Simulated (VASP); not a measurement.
# Hf (P6_3/mmc) in VASP: single point with r2SCAN

Aim: the single point of Hf with r2SCAN.

Program: VASP 6.6.1. These are calculated values, not measurements. Logs are shortened: lines on timing, memory, paths and dates and some standing lists are left out, and cuts for length are marked.

## (1) The cell of the first run

The structure is hexagonal, space group P6_3/mmc (No. 194). Conventional cell: a = 3.193 Å, b = 3.193 Å, c = 10.207 Å, α = 90.00°, β = 90.00°, γ = 120.00°. Hf (site symmetry -3m) has 12 Hf at 3.15 to 3.19 Å within 4.1 Å. Within 4.1 Å of Hf (site symmetry -6m2) lie 12 Hf at 3.15 to 3.19 Å.

## (2) Single point, r2SCAN

The input, POSCAR:

```
Hf
1.0
    3.1925910532      0.0000000000      0.0000000000
   -1.5962955266      2.7648649559      0.0000000000
    0.0000000000      0.0000000000     10.2068481959
Hf
4
Direct
    0.0000000000      1.0000000000      0.0000000000
    0.0000000000      1.0000000000      0.5000000000
    0.3333333333      0.6666666667      0.2500000000
    0.6666666667      0.3333333333      0.7500000000
```

The input, INCAR.step1:

```
PREC = Accurate ; ENCUT = 520
ISMEAR = -1 ; SIGMA = 0.1
LREAL = F ; LASPH = T
NELM = 100 ; NBANDS = 28
GGA = PE ; ALGO = Normal
EDIFF = 1E-4 ; LWAVE = T
LCHARG = F
```

The input, INCAR.step2:

```
PREC = Accurate ; ENCUT = 520
EDIFF = 1E-6 ; ISMEAR = -1
SIGMA = 0.1 ; LREAL = F
LASPH = T ; NELM = 100
ALGO = Normal ; ISIF = 2
LWAVE = F ; LCHARG = F
METAGGA = R2SCAN ; LMIXTAU = T
NBANDS = 28 ; ISTART = 1
```

The input, KPOINTS:

```
regular mesh
0
Gamma
  15 15 4
```

Potentials or basis: VASP PAW PBE potentials, release 64 (Hf_pv).

On the command line:

```
cat potpaw_PBE.64/Hf_pv/POTCAR > POTCAR
cp INCAR.step1 INCAR
mpirun -np 1 vasp_std > vasp.out
cp INCAR.step2 INCAR
mpirun -np 1 vasp_std > vasp.out
```

OUTCAR:

```text
PREC = Accurate
   ENCUT = 520
   EDIFF = 1E-6
   ISMEAR = -1
   LREAL = F
   LASPH = T
   NELM = 100
   ISIF = 2
   METAGGA = R2SCAN
   ISTART = 1

 ion  position               nearest neighbor table
   1  0.000  0.000  0.000-   3 3.15   4 3.15   3 3.15   4 3.15   4 3.15   3 3.15
   2  0.000  0.000  0.500-   3 3.15   4 3.15   3 3.15   4 3.15   4 3.15   3 3.15
   3  0.333  0.667  0.250-   1 3.15   2 3.15   1 3.15   2 3.15   1 3.15   2 3.15
   4  0.667  0.333  0.750-   1 3.15   2 3.15   1 3.15   2 3.15   1 3.15   2 3.15

  LATTYP: Found a hexagonal cell.
 ALAT       =     3.1925910532
 C/A-ratio  =     3.1970421597

  Lattice vectors:

 A1 = (   3.1925910532,   0.0000000000,   0.0000000000)
 A2 = (  -1.5962955266,   2.7648649559,   0.0000000000)
 A3 = (   0.0000000000,   0.0000000000,  10.2068481959)

Analysis of symmetry for initial positions (statically):
=====================================================================
 Subroutine PRICEL returns:
 Original cell was already a primitive cell.

 Routine SETGRP: Setting up the symmetry group for a
 hexagonal supercell.

 Subroutine GETGRP returns: Found 24 space group operations
 (whereof 12 operations were pure point group operations)
 out of a pool of 24 trial point group operations.

The static configuration has the point symmetry D_3d.
 The point group associated with its full space group is D_6h.

Analysis of symmetry for dynamics (positions and initial velocities):
=====================================================================
 Subroutine PRICEL returns:
 Original cell was already a primitive cell.

 Routine SETGRP: Setting up the symmetry group for a
 hexagonal supercell.

 Subroutine GETGRP returns: Found 24 space group operations
 (whereof 12 operations were pure point group operations)
 out of a pool of 24 trial point group operations.

The dynamic configuration has the point symmetry D_3d.
 The point group associated with its full space group is D_6h.

 Subroutine INISYM returns: Found 24 space group operations
 (whereof 12 operations are pure point group operations),
 and found     1 'primitive' translations

----------------------------------------------------------------------------------------

                                     Primitive cell

  volume of cell :      90.0967

  direct lattice vectors                    reciprocal lattice vectors
     3.192591053  0.000000000  0.000000000     0.313225209  0.180840659  0.000000000
    -1.596295527  2.764864956  0.000000000     0.000000000  0.361681318  0.000000000
     0.000000000  0.000000000 10.206848196     0.000000000  0.000000000  0.097973437

  length of vectors
     3.192591053  3.192591053 10.206848196     0.361681318  0.361681318  0.097973437

  position of ions in fractional coordinates (direct lattice)
     0.000000000  0.000000000  0.000000000
     0.000000000  0.000000000  0.500000000
     0.333333333  0.666666667  0.250000000
     0.666666667  0.333333333  0.750000000

  ion indices of the primitive-cell ions
   primitive index   ion index
                 1           1
                 2           2
                 3           3
                 4           4

----------------------------------------------------------------------------------------

 KPOINTS: regular mesh

Automatic generation of k-mesh.
 Grid dimensions read from file:
 generate k-points for:   15   15    4

 Generating k-lattice:

  Cartesian coordinates                     Fractional coordinates (reciprocal lattice)
     0.020881681  0.012056044  0.000000000     0.066666667  0.000000000  0.000000000
     0.000000000  0.024112088  0.000000000     0.000000000  0.066666667  0.000000000
     0.000000000  0.000000000  0.024493359     0.000000000  0.000000000  0.250000000

  Length of vectors
     0.024112088  0.024112088  0.024493359

  Shift w.r.t. Gamma in fractional coordinates (k-lattice)
     0.000000000  0.000000000  0.000000000

 Subroutine IBZKPT returns following result:
 ===========================================

 Found     81 irreducible k-points:

 Following reciprocal coordinates:
            Coordinates               Weight
  0.000000  0.000000  0.000000      1.000000
  0.066667  0.000000  0.000000      6.000000
  0.133333  0.000000  0.000000      6.000000
  0.200000  0.000000  0.000000      6.000000
  0.266667  0.000000  0.000000      6.000000
  0.333333  0.000000  0.000000      6.000000
[... 16 lines left out ...]
  0.333333  0.200000  0.000000     12.000000
  0.400000  0.200000  0.000000      6.000000
 [... further k-points ...]
   k-points           NKPTS =     81   k-points in BZ     NKDIM =     81   number of bands    NBANDS=     28
   number of dos      NEDOS =    301   number of ions     NIONS =      4
   total plane-waves  NPLWV =  46080
   dimension x,y,z NGX =    24 NGY =   24 NGZ =   80
   dimension x,y,z NGXF=    48 NGYF=   48 NGZF=  160
   ions per type =               4
   NGX,Y,Z   is equivalent  to a cutoff of  12.50, 12.50, 13.03 a.u.
   NGXF,Y,Z  is equivalent  to a cutoff of  24.99, 24.99, 26.06 a.u.
 SYSTEM =  unknown system
   PREC   = accura    normal or accurate (medium, high low for compatibility)
   ISTART =      1    job   : 0-new  1-cont  2-samecut
   ICHARG =      0    charge: 1-file 2-atom 10-const
   ISPIN  =      1    spin polarized calculation?
   LNONCOLLINEAR =      F non collinear calculations
   LSORBIT =      F    spin-orbit coupling
   LASPH  =      T    aspherical Exc in radial PAW
   ENCUT  =  520.0 eV  38.22 Ry    6.18 a.u.   5.94  5.94 18.98*2*pi/ulx,y,z
   NELM   =    100;   NELMIN=  2; NELMDL=  0     # of ELM steps
   EDIFF  = 0.1E-05   stopping-criterion for ELM
   LREAL  =      F    real-space projection
   EDIFFG = 0.1E-04   stopping-criterion for IOM
   NSW    =      0    number of steps for IOM
   IBRION =     -1    ionic relax: 0-MD 1-quasi-New 2-CG
   NFREE  =      0    steps in history (QN), initial steepest desc. (CG)
   ISIF   =      2    stress and relaxation
   ISYM   =      2    0-nonsym 1-usesym 2-fastsym
   POTIM  = 0.5000    time-step for ionic-motion
   TEBEG  =    0.0;   TEEND  =   0.0 temperature during run
   PSTRESS=    0.0 pullay stress
   NELECT =      40.0000    total number of electrons
   NUPDOWN=      -1.0000    fix difference up-down
   EMIN   =  10.00;   EMAX   =-10.00  energy-range for DOS
   EFERMI =   0.00;   METHOD = LEGACY
   ISMEAR =    -1;   SIGMA  =   0.10  broadening in eV -4-tet -1-fermi 0-gaus
   EFERMI_NEDOS =   21; number of points for ismear=-14 and -15
   IALGO  =     38    algorithm
   IMIX   =      4    mixing-type and parameters
     AMIX     =   0.40;   BMIX     =  1.00
     AMIX_MAG =   1.60;   BMIX_MAG =  1.00
  volume/ion in A,a.u.               =      22.52       152.00
  Fermi-wavevector in a.u.,A,eV,Ry     =   1.248893  2.360065 21.221463  1.559734
  Thomas-Fermi vector in A             =   2.382959
   LORBIT       =      0    0 simple, 1 ext, 2 COOP (PROOUT), +10 PAW based schemes
   METAGGA = R2SCAN    functional components
   LHFCALC =     F    Hartree Fock is set to
   AEXX    =    0.0000 exact exchange contribution
   IVDW    =     0    specifies the selected vdW correction
   LEPSILON=     F    determine dielectric tensor
   LRPA    =     F    only Hartree local field effects (RPA)
 non-spin polarized calculation
  energy-cutoff  :      520.00
  volume of cell :       90.10
 maximum number of plane-waves:      2450
 NGX is ok and might be reduce to    24
   NGX = 11   NGY = 11   NGZ = 37

 number of electron      40.0000012 magnetization

 Free energy of the ion-electron system (eV)
  ---------------------------------------------------
  ext. energy  EPLUGINS =         0.00000000
  ---------------------------------------------------
  free energy    TOTEN  =      -180.45305324 eV

  energy without entropy =     -180.30849216  energy(sigma->0) =     -180.38077270

 E-fermi :   4.6557     XC(G=0): -12.1312

 val. band max:        4.6520142146   @ k =   0.2667   0.2000   0.2500
 cond. band min:       4.6559999382   @ k =   0.0000   0.0000   0.5000
 fundamental gap:      0.0039857236
 Fermi energy:         4.6557035593

 k-point     1 :       0.0000    0.0000    0.0000
  band No.  band energies     occupation
      1     -27.4430      2.00000
      2     -27.0437      2.00000
      3     -27.0131      2.00000
      4     -26.7163      2.00000
      5     -26.7163      2.00000
      6     -26.6741      2.00000
[... 20 lines left out ...]
     27       6.7032      0.00000
     28       6.7032      0.00000

 k-point     2 :       0.0667    0.0000    0.0000
  band No.  band energies     occupation
      1     -27.4313      2.00000
      2     -27.0479      2.00000
      3     -27.0170      2.00000
      4     -26.7419      2.00000
      5     -26.7246      2.00000
      6     -26.6925      2.00000
[... 20 lines left out ...]
     27       6.7224      0.00000
     28       6.8214      0.00000

 k-point     3 :       0.1333    0.0000    0.0000
  band No.  band energies     occupation
      1     -27.3973      2.00000
      2     -27.0654      2.00000
      3     -27.0329      2.00000
      4     -26.8119      2.00000
      5     -26.7477      2.00000
      6     -26.7436      2.00000
[... 20 lines left out ...]
     27       6.9892      0.00000
     28       7.1711      0.00000

 k-point     4 :       0.2000    0.0000    0.0000
  band No.  band energies     occupation
      1     -27.3447      2.00000
      2     -27.1094      2.00000
      3     -27.0710      2.00000
      4     -26.9107      2.00000
      5     -26.8296      2.00000
      6     -26.7807      2.00000
[... 578 lines left out ...]
     27       8.4802      0.00000
     28       8.7631      0.00000

 k-point    23 :       0.3333    0.2000    0.0000
  band No.  band energies     occupation
      1     -27.3258      2.00000
      2     -27.2710      2.00000
      3     -27.1897      2.00000
      4     -27.1462      2.00000
      5     -27.0620      2.00000
      6     -27.0065      2.00000
[... 20 lines left out ...]
     27       8.2898      0.00000
     28       9.4835      0.00000

 k-point    24 :       0.4000    0.2000    0.0000
  band No.  band energies     occupation
      1     -27.3372      2.00000
      2     -27.2802      2.00000
      3     -27.1983      2.00000
      4     -27.1596      2.00000
      5     -27.0272      2.00000
      6     -27.0072      2.00000
[... 20 lines left out ...]
     27       8.2155      0.00000
     28       9.8860      0.00000

 [... further k-points ...]

------------------------ aborting loop because EDIFF is reached ----------------------------------------

  FORCE on cell =-STRESS in cart. coord.  units (eV):
  Direction    XX          YY          ZZ          XY          YZ          ZX
  --------------------------------------------------------------------------------------
  -------------------------------------------------------------------------------------
  Total       -0.3187294     -0.3187294     -0.3612085     -0.0000000      0.0000000      0.0000000
  in kB       -5.6679217     -5.6679217     -6.4233221     -0.0000000      0.0000000      0.0000000
  external PRESSURE =      -5.9197219 kB  Pullay stress =       0.0000000 kB

 VOLUME and BASIS-vectors are now :
 -----------------------------------------------------------------------------
  energy-cutoff  :      520.00
  volume of cell :       90.10
      direct lattice vectors                 reciprocal lattice vectors
     3.192591053  0.000000000  0.000000000     0.313225209  0.180840659  0.000000000
    -1.596295527  2.764864956  0.000000000     0.000000000  0.361681318  0.000000000
     0.000000000  0.000000000 10.206848196     0.000000000  0.000000000  0.097973437

 POSITION                                       TOTAL-FORCE (eV/Angst)
 -----------------------------------------------------------------------------------
      0.00000      0.00000      0.00000        -0.000000      0.000000     -0.000000
      0.00000      0.00000      5.10342        -0.000000      0.000000     -0.000000
     -0.00000      1.84324      2.55171        -0.000000      0.000000      0.000000
      1.59630      0.92162      7.65514         0.000000     -0.000000      0.000000
 -----------------------------------------------------------------------------------
    total drift:                               -0.000000      0.000000     -0.000000

  FREE ENERGIE OF THE ION-ELECTRON SYSTEM (eV)
  ---------------------------------------------------
  free  energy   TOTEN  =      -180.4530532416 eV

  energy  without entropy=     -180.3084921642  energy(sigma->0) =     -180.38077270
```

Wall time 19 min (1 thread of AMD EPYC 7R43 (Zen 3), shared host); peak memory 0.28 GiB.

Results:

| Item | Value |
| --- | --- |
| Free energy | -180.4531 eV |
| Pressure | -0.6 GPa |
| Band gap on the k mesh | zero (bands 20 and 21 overlap by 1.86 eV) |

Levels at points of the mesh, in eV from the Fermi level:
| k point | band 16 | band 17 | band 18 | band 19 | band 20 | band 21 | band 22 | band 23 | band 24 | band 25 |
| --- | --- | --- | --- | --- | --- | --- | --- | --- | --- | --- |
| (0.00, 0.00, 0.00) | -3.74 | 0.16 | 0.23 | 0.43 | 1.24 | 1.24 | 1.35 | 1.35 | 1.69 | 1.84 |
| (0.00, 0.00, 0.50) | -4.17 | 0.00 | 0.00 | 1.14 | 1.14 | 1.43 | 1.43 | 1.43 | 1.43 | 1.71 |

Caveat: the PAW data sets were made with another functional, which shifts forces and pressure a little; spin-orbit coupling is left out, which moves the levels of the heavy elements.
